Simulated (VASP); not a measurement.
# Sn (Im-3m) in VASP: notebook, part 2 of 3

VASP 6.6.1. Earlier steps stand in the parts before.

## 3. Single point, PBEsol+D3(BJ)

This run uses another cell than the first one, of 24.76 Å³/atom, 1.203 times its volume.

INCAR

```
SYSTEM = Sn
PREC = Accurate
ENCUT = 520
EDIFF = 1E-6
ISMEAR = -1
SIGMA = 0.05
LREAL = .False.
LASPH = .True.
NELM = 100
ALGO = Normal
ISIF = 2
LWAVE = .False.
LCHARG = .False.
GGA = PS
IVDW = 12
NBANDS = 13
```

KPOINTS

```
Automatic mesh
0
Gamma
  10 10 10
  0 0 0
```

POSCAR

```
Sn
1.0
   -1.8362108142      1.8362108142      1.8362108142
    1.8362108142     -1.8362108142      1.8362108142
    1.8362108142      1.8362108142     -1.8362108142
Sn
1
Direct
    0.0000000000      0.0000000000      0.0000000000
```

Potentials or basis: VASP PAW PBE potentials, release 64 (Sn_d).

On the command line:

```bash
> cat potpaw_PBE.64/Sn_d/POTCAR > POTCAR
> mpirun -np 1 vasp_std > vasp.out
```

OUTCAR:

```text
SYSTEM = Sn
   PREC = Accurate
   ENCUT = 520
   EDIFF = 1E-6
   ISMEAR = -1
   LREAL = .False.
   LASPH = .True.
   NELM = 100
   ISIF = 2
   GGA = PS
   IVDW = 12
 IVDW          = 12

 ion  position               nearest neighbor table
   1  0.000  0.000  0.000-

  LATTYP: Found a body centered cubic cell.
 ALAT       =     3.6724216284

  Lattice vectors:

 A1 = (  -1.8362108142,   1.8362108142,   1.8362108142)
 A2 = (   1.8362108142,  -1.8362108142,   1.8362108142)
 A3 = (   1.8362108142,   1.8362108142,  -1.8362108142)

Analysis of symmetry for initial positions (statically):
=====================================================================
 Subroutine PRICEL returns:
 Original cell was already a primitive cell.

 Routine SETGRP: Setting up the symmetry group for a
 body centered cubic supercell.

 Subroutine GETGRP returns: Found 48 space group operations
[... 9 lines left out ...]

 Routine SETGRP: Setting up the symmetry group for a
 body centered cubic supercell.

 Subroutine GETGRP returns: Found 48 space group operations
[... 11 lines left out ...]
                                     Primitive cell

  volume of cell :      24.7644

  direct lattice vectors                    reciprocal lattice vectors
    -1.836210814  1.836210814  1.836210814     0.000000000  0.272299889  0.272299889
     1.836210814 -1.836210814  1.836210814     0.272299889  0.000000000  0.272299889
     1.836210814  1.836210814 -1.836210814     0.272299889  0.272299889  0.000000000

  length of vectors
     3.180410424  3.180410424  3.180410424     0.385090195  0.385090195  0.385090195

  position of ions in fractional coordinates (direct lattice)
     0.000000000  0.000000000  0.000000000

  ion indices of the primitive-cell ions
   primitive index   ion index
                 1           1

----------------------------------------------------------------------------------------

 KPOINTS: Automatic mesh

Automatic generation of k-mesh.
 Grid dimensions read from file:
[... 89 lines left out ...]
   LORBIT       =      0    0 simple, 1 ext, 2 COOP (PROOUT), +10 PAW based schemes
   GGA     = PS    functional components
   LHFCALC =     F    Hartree Fock is set to
   AEXX    =    0.0000 exact exchange contribution
   IVDW    =    12    specifies the selected vdW correction
   LEPSILON=     F    determine dielectric tensor
   LRPA    =     F    only Hartree local field effects (RPA)
 non-spin polarized calculation
  energy-cutoff  :      520.00
  volume of cell :       24.76
 maximum number of plane-waves:       682
   NGX = 11   NGY = 11   NGZ = 11

 number of electron      14.0000008 magnetization

 Free energy of the ion-electron system (eV)
  ---------------------------------------------------
  ext. energy  EPLUGINS =         0.00000000
  ---------------------------------------------------
  free energy    TOTEN  =        -4.21002136 eV

  energy without entropy =       -4.20470617  energy(sigma->0) =       -4.20736377

 E-fermi :   9.0925     XC(G=0): -10.9521

 val. band max:        9.0492404129   @ k =  -0.4000   0.4000   0.4000
 cond. band min:       9.1266126907   @ k =   0.2000   0.2000   0.0000
 fundamental gap:      0.0773722778
 Fermi energy:         9.0924739960

 k-point     1 :       0.0000    0.0000    0.0000
  band No.  band energies     occupation
      1     -12.4231      2.00000
      2     -12.4231      2.00000
      3     -12.4231      2.00000
      4     -12.2386      2.00000
      5     -12.2386      2.00000
      6      -2.7090      2.00000
      7      17.9519      0.00000
      8      17.9519      0.00000
      9      17.9519      0.00000
     10      21.4100      0.00000
     11      21.4100      0.00000
     12      21.4100      0.00000
     13      22.5732      0.00000
[... 354 lines left out ...]
  band No.  band energies     occupation
      1     -12.4354      2.00000
      2     -12.3787      2.00000
      3     -12.2826      2.00000
      4     -12.2495      2.00000
      5     -12.2345      2.00000
      6      -0.3398      2.00000
      7       9.3493      0.01169
      8      13.2805      0.00000
      9      14.6566      0.00000
     10      18.5829      0.00000
     11      19.5778      0.00000
     12      20.6085      0.00000
     13      26.6937      0.00000

 [... further k-points ...]

------------------------ aborting loop because EDIFF is reached ----------------------------------------

 Edisp (eV)   -0.42914

 E8    (eV) :    -0.3028

  FORCE on cell =-STRESS in cart. coord.  units (eV):
  Direction    XX          YY          ZZ          XY          YZ          ZX
  --------------------------------------------------------------------------------------
  -------------------------------------------------------------------------------------
  Total      -0.00780    -0.00780    -0.00780     0.00000    -0.00000     0.00000
  in kB      -0.50434    -0.50434    -0.50434     0.00000    -0.00000     0.00000
  external pressure =       -0.50 kB  Pullay stress =        0.00 kB

 VOLUME and BASIS-vectors are now :
 -----------------------------------------------------------------------------
  energy-cutoff  :      520.00
  volume of cell :       24.76
      direct lattice vectors                 reciprocal lattice vectors
    -1.836210814  1.836210814  1.836210814     0.000000000  0.272299889  0.272299889
     1.836210814 -1.836210814  1.836210814     0.272299889  0.000000000  0.272299889
     1.836210814  1.836210814 -1.836210814     0.272299889  0.272299889  0.000000000

 POSITION                                       TOTAL-FORCE (eV/Angst)
 -----------------------------------------------------------------------------------
      0.00000      0.00000      0.00000         0.000000      0.000000     -0.000000
 -----------------------------------------------------------------------------------
    total drift:                                0.000000      0.000000      0.000000

  FREE ENERGIE OF THE ION-ELECTRON SYSTEM (eV)
  ---------------------------------------------------
  free  energy   TOTEN  =        -4.6391618101 eV

  energy  without entropy=       -4.6338466266  energy(sigma->0) =       -4.63650422
```

OSZICAR:

```text
N       E                     dE             d eps       ncg     rms          rms(c)
DAV:   1     0.805133303723E+02    0.80513E+02   -0.71987E+03  1273   0.169E+03
DAV:   2     0.107789935384E+01   -0.79435E+02   -0.76821E+02  1287   0.343E+02
DAV:   3    -0.413081086304E+01   -0.52087E+01   -0.51914E+01  1540   0.717E+01
DAV:   4    -0.423313476037E+01   -0.10232E+00   -0.10231E+00  1382   0.106E+01
DAV:   5    -0.423637814020E+01   -0.32434E-02   -0.32433E-02  1612   0.184E+00    0.162E+00
DAV:   6    -0.421665216962E+01    0.19726E-01   -0.19197E-02  1497   0.259E+00    0.867E-01
DAV:   7    -0.421041067369E+01    0.62415E-02   -0.10550E-02  1532   0.181E+00    0.134E-01
DAV:   8    -0.421002067902E+01    0.38999E-03   -0.78199E-04  1472   0.490E-01    0.225E-02
DAV:   9    -0.421002103301E+01   -0.35399E-06   -0.14268E-05  1678   0.458E-02    0.127E-02
DAV:  10    -0.421002135805E+01   -0.32503E-06   -0.82209E-07  1036   0.978E-03
   1 F= -.46391618E+01 E0= -.46365042E+01  d E =-.531518E-02
```

stdout:

```text
POSCAR found type information on POSCAR Sn
 POSCAR found :  1 types and       1 ions
 scaLAPACK will be used
 -----------------------------------------------------------------------------
|                                                                             |
|                                                                             |
|     You enforced a specific xc type in the INCAR file but a different       |
|     I HOPE YOU KNOW WHAT YOU ARE DOING!                                     |
|                                                                             |
 -----------------------------------------------------------------------------

 LDA part: xc-table for (Slater+PW92), standard interpolation
 POSCAR, INCAR and KPOINTS ok, starting setup
 FFT: planning ... GRIDC
 FFT: planning ... GRID_SOFT
 FFT: planning ... GRID
 WAVECAR not read
 entering main loop
```

It took 6.4 s on 1 thread of Intel Xeon Platinum 8259CL at 2.50GHz (Skylake/Cascade Lake), shared host; peak memory 0.15 GiB.

What came out:

| Property | Result |
| --- | --- |
| Free energy | -4.6392 eV |
| Pressure | -0.1 GPa |
| Band gap on the k mesh | zero (band 7 reaches 17.95 eV, above the bottom of band 8 at 6.52 eV) |
| Dispersion energy per atom | -0.429 eV |

Caveat: the PAW data sets were made with another functional, which shifts forces and pressure a little; spin-orbit coupling is left out, which moves the levels of the heavy elements; pairwise dispersion overbinds metals, which lowers pressure and volume.

## 4. Single point, PBEsol+D4

This run uses another cell than the first one, of 25.26 Å³/atom, 1.228 times its volume.

INCAR

```
PREC = Accurate ; ENCUT = 520
EDIFF = 1E-6 ; ISMEAR = -1
SIGMA = 0.05 ; LREAL = False
LASPH = True ; NELM = 80
ALGO = Normal ; ISIF = 2
LWAVE = False ; LCHARG = False
GGA = PS ; IVDW = 13
NBANDS = 13
```

KPOINTS

```
regular mesh
0
Gamma
  10 10 10
```

POSCAR

```
Sn
1.0
   -1.8484404975      1.8484404975      1.8484404975
    1.8484404975     -1.8484404975      1.8484404975
    1.8484404975      1.8484404975     -1.8484404975
Sn
1
Direct
    0.0000000000      0.0000000000      0.0000000000
```

Potentials or basis: VASP PAW PBE potentials, release 64 (Sn_d).

On the command line:

```bash
> cat potpaw_PBE.64/Sn_d/POTCAR > POTCAR
> mpirun -np 1 vasp_std > vasp.out
```

OUTCAR:

```text
PREC = Accurate
   ENCUT = 520
   EDIFF = 1E-6
   ISMEAR = -1
   LREAL = False
   LASPH = True
   NELM = 80
   ISIF = 2
   GGA = PS
   IVDW = 13

 ion  position               nearest neighbor table
   1  0.000  0.000  0.000-

  LATTYP: Found a body centered cubic cell.
 ALAT       =     3.6968809950

  Lattice vectors:

 A1 = (  -1.8484404975,   1.8484404975,   1.8484404975)
 A2 = (   1.8484404975,  -1.8484404975,   1.8484404975)
 A3 = (   1.8484404975,   1.8484404975,  -1.8484404975)

Analysis of symmetry for initial positions (statically):
=====================================================================
 Subroutine PRICEL returns:
 Original cell was already a primitive cell.

 Routine SETGRP: Setting up the symmetry group for a
 body centered cubic supercell.

 Subroutine GETGRP returns: Found 48 space group operations
[... 9 lines left out ...]

 Routine SETGRP: Setting up the symmetry group for a
 body centered cubic supercell.

 Subroutine GETGRP returns: Found 48 space group operations
[... 11 lines left out ...]
                                     Primitive cell

  volume of cell :      25.2625

  direct lattice vectors                    reciprocal lattice vectors
    -1.848440497  1.848440497  1.848440497     0.000000000  0.270498293  0.270498293
     1.848440497 -1.848440497  1.848440497     0.270498293  0.000000000  0.270498293
     1.848440497  1.848440497 -1.848440497     0.270498293  0.270498293  0.000000000

  length of vectors
     3.201592856  3.201592856  3.201592856     0.382542355  0.382542355  0.382542355

  position of ions in fractional coordinates (direct lattice)
     0.000000000  0.000000000  0.000000000

  ion indices of the primitive-cell ions
   primitive index   ion index
                 1           1

----------------------------------------------------------------------------------------

 KPOINTS: regular mesh

Automatic generation of k-mesh.
 Grid dimensions read from file:
 generate k-points for:   10   10   10

 Generating k-lattice:

  Cartesian coordinates                     Fractional coordinates (reciprocal lattice)
     0.000000000  0.027049829  0.027049829     0.100000000  0.000000000  0.000000000
     0.027049829  0.000000000  0.027049829     0.000000000  0.100000000  0.000000000
     0.027049829  0.027049829  0.000000000     0.000000000  0.000000000  0.100000000

  Length of vectors
     0.038254236  0.038254236  0.038254236

  Shift w.r.t. Gamma in fractional coordinates (k-lattice)
     0.000000000  0.000000000  0.000000000

 Subroutine IBZKPT returns following result:
 ===========================================

 Found     47 irreducible k-points:

 Following reciprocal coordinates:
            Coordinates               Weight
  0.000000  0.000000  0.000000      1.000000
  0.100000  0.000000  0.000000     12.000000
  0.200000  0.000000  0.000000     12.000000
  0.300000  0.000000  0.000000     12.000000
  0.400000  0.000000  0.000000     12.000000
  0.500000  0.000000  0.000000      6.000000
[... 16 lines left out ...]
  0.300000  0.300000  0.100000      8.000000
 -0.300000  0.300000  0.100000     24.000000
 [... further k-points ...]
   k-points           NKPTS =     47   k-points in BZ     NKDIM =     47   number of bands    NBANDS=     13
   number of dos      NEDOS =    301   number of ions     NIONS =      1
   total plane-waves  NPLWV =  13824
   dimension x,y,z NGX =    24 NGY =   24 NGZ =   24
   dimension x,y,z NGXF=    48 NGYF=   48 NGZF=   48
   ions per type =               1
   NGX,Y,Z   is equivalent  to a cutoff of  12.46, 12.46, 12.46 a.u.
   NGXF,Y,Z  is equivalent  to a cutoff of  24.92, 24.92, 24.92 a.u.
 SYSTEM =  unknown system
   PREC   = accura    normal or accurate (medium, high low for compatibility)
   ISTART =      0    job   : 0-new  1-cont  2-samecut
   ICHARG =      2    charge: 1-file 2-atom 10-const
   ISPIN  =      1    spin polarized calculation?
   LNONCOLLINEAR =      F non collinear calculations
   LSORBIT =      F    spin-orbit coupling
   LASPH  =      T    aspherical Exc in radial PAW
   ENCUT  =  520.0 eV  38.22 Ry    6.18 a.u.   5.95  5.95  5.95*2*pi/ulx,y,z
   NELM   =     80;   NELMIN=  2; NELMDL= -5     # of ELM steps
   EDIFF  = 0.1E-05   stopping-criterion for ELM
   LREAL  =      F    real-space projection
   EDIFFG = 0.1E-04   stopping-criterion for IOM
   NSW    =      0    number of steps for IOM
   IBRION =     -1    ionic relax: 0-MD 1-quasi-New 2-CG
   NFREE  =      0    steps in history (QN), initial steepest desc. (CG)
   ISIF   =      2    stress and relaxation
   ISYM   =      2    0-nonsym 1-usesym 2-fastsym
   POTIM  = 0.5000    time-step for ionic-motion
   TEBEG  =    0.0;   TEEND  =   0.0 temperature during run
   PSTRESS=    0.0 pullay stress
   NELECT =      14.0000    total number of electrons
   NUPDOWN=      -1.0000    fix difference up-down
   EMIN   =  10.00;   EMAX   =-10.00  energy-range for DOS
[... 5 lines left out ...]
     AMIX     =   0.40;   BMIX     =  1.00
     AMIX_MAG =   1.60;   BMIX_MAG =  1.00
  volume/ion in A,a.u.               =      25.26       170.48
  Fermi-wavevector in a.u.,A,eV,Ry     =   1.344700  2.541114 24.602297  1.808218
  Thomas-Fermi vector in A             =   2.472672
   LORBIT       =      0    0 simple, 1 ext, 2 COOP (PROOUT), +10 PAW based schemes
   GGA     = PS    functional components
   LHFCALC =     F    Hartree Fock is set to
   AEXX    =    0.0000 exact exchange contribution
   IVDW    =    13    specifies the selected vdW correction
   LEPSILON=     F    determine dielectric tensor
   LRPA    =     F    only Hartree local field effects (RPA)
 non-spin polarized calculation
  energy-cutoff  :      520.00
  volume of cell :       25.26
 maximum number of plane-waves:       699
   NGX = 11   NGY = 11   NGZ = 11

 number of electron      14.0000000 magnetization

 Free energy of the ion-electron system (eV)
  ---------------------------------------------------
  ext. energy  EPLUGINS =         0.00000000
  ---------------------------------------------------
  free energy    TOTEN  =        -4.21703474 eV

  energy without entropy =       -4.21113928  energy(sigma->0) =       -4.21408701

 E-fermi :   8.8249     XC(G=0): -10.8556

 val. band max:        8.8026056722   @ k =  -0.4000   0.4000   0.4000
 cond. band min:       8.8336707057   @ k =   0.2000   0.2000   0.0000
 fundamental gap:      0.0310650336
 Fermi energy:         8.8248800676

 k-point     1 :       0.0000    0.0000    0.0000
  band No.  band energies     occupation
      1     -12.6659      2.00000
      2     -12.6659      2.00000
      3     -12.6659      2.00000
      4     -12.4918      2.00000
      5     -12.4918      2.00000
      6      -2.8113      2.00000
      7      17.4914      0.00000
      8      17.4914      0.00000
      9      17.4914      0.00000
     10      21.1123      0.00000
     11      21.1123      0.00000
     12      21.1123      0.00000
     13      22.1534      0.00000

 k-point     2 :       0.1000    0.0000    0.0000
  band No.  band energies     occupation
      1     -12.6716      2.00000
      2     -12.6582      2.00000
      3     -12.6398      2.00000
      4     -12.4981      2.00000
      5     -12.4925      2.00000
      6      -2.5792      2.00000
      7      15.5887      0.00000
      8      16.5999      0.00000
      9      17.1340      0.00000
     10      19.6531      0.00000
     11      19.9938      0.00000
     12      20.8286      0.00000
     13      22.8886      0.00000
[... 321 lines left out ...]
 k-point    23 :       0.3000    0.3000    0.1000
  band No.  band energies     occupation
      1     -12.6707      2.00000
      2     -12.5466      2.00000
      3     -12.5466      2.00000
      4     -12.4921      2.00000
      5     -12.4921      2.00000
      6       3.5225      2.00000
      7       6.3260      2.00000
      8       6.3260      2.00000
      9      10.5080      0.00000
     10      23.7669      0.00000
     11      24.1918      0.00000
     12      24.1918      0.00000
     13      28.0859      0.00000

 k-point    24 :      -0.3000    0.3000    0.1000
  band No.  band energies     occupation
      1     -12.6771      2.00000
      2     -12.6230      2.00000
      3     -12.5332      2.00000
      4     -12.5023      2.00000
      5     -12.4881      2.00000
      6      -0.4839      2.00000
      7       9.0676      0.01547
      8      12.9469      0.00000
      9      14.3088      0.00000
     10      18.2157      0.00000
     11      19.2172      0.00000
     12      20.2339      0.00000
     13      26.2565      0.00000

 [... further k-points ...]

------------------------ aborting loop because EDIFF is reached ----------------------------------------

  DFT-D4 for vdW energy calculation

  Edisp (eV):   -0.26427

  FORCE on cell =-STRESS in cart. coord.  units (eV):
  Direction    XX          YY          ZZ          XY          YZ          ZX
  --------------------------------------------------------------------------------------
  -------------------------------------------------------------------------------------
  Total      -0.01412    -0.01412    -0.01412     0.00000    -0.00000     0.00000
  in kB      -0.89580    -0.89580    -0.89580     0.00000    -0.00000     0.00000
  external pressure =       -0.90 kB  Pullay stress =        0.00 kB

 VOLUME and BASIS-vectors are now :
 -----------------------------------------------------------------------------
  energy-cutoff  :      520.00
  volume of cell :       25.26
      direct lattice vectors                 reciprocal lattice vectors
    -1.848440497  1.848440497  1.848440497     0.000000000  0.270498293  0.270498293
     1.848440497 -1.848440497  1.848440497     0.270498293  0.000000000  0.270498293
     1.848440497  1.848440497 -1.848440497     0.270498293  0.270498293  0.000000000

 POSITION                                       TOTAL-FORCE (eV/Angst)
 -----------------------------------------------------------------------------------
      0.00000      0.00000      0.00000         0.000000     -0.000000      0.000000
 -----------------------------------------------------------------------------------
    total drift:                                0.000000      0.000000     -0.000000

  FREE ENERGIE OF THE ION-ELECTRON SYSTEM (eV)
  ---------------------------------------------------
  free  energy   TOTEN  =        -4.4813091923 eV

  energy  without entropy=       -4.4754137299  energy(sigma->0) =       -4.47836146
```

It took 6.3 s on 1 thread of Intel Xeon Platinum 8259CL at 2.50GHz (Skylake/Cascade Lake), shared host; peak memory 0.14 GiB.

Results:

```yaml
Free_energy: -4.4813 eV
Pressure: -0.1 GPa
Band_gap_on_the_k_mesh: zero (band 7 reaches 17.49 eV, above the bottom of band 8 at 6.33 eV)
Dispersion_energy_per_atom: -0.264 eV
```

Caveat: the PAW data sets were made with another functional, which shifts forces and pressure a little; spin-orbit coupling is left out, which moves the levels of the heavy elements; pairwise dispersion overbinds metals, which lowers pressure and volume.

[end of part 2 of 3]
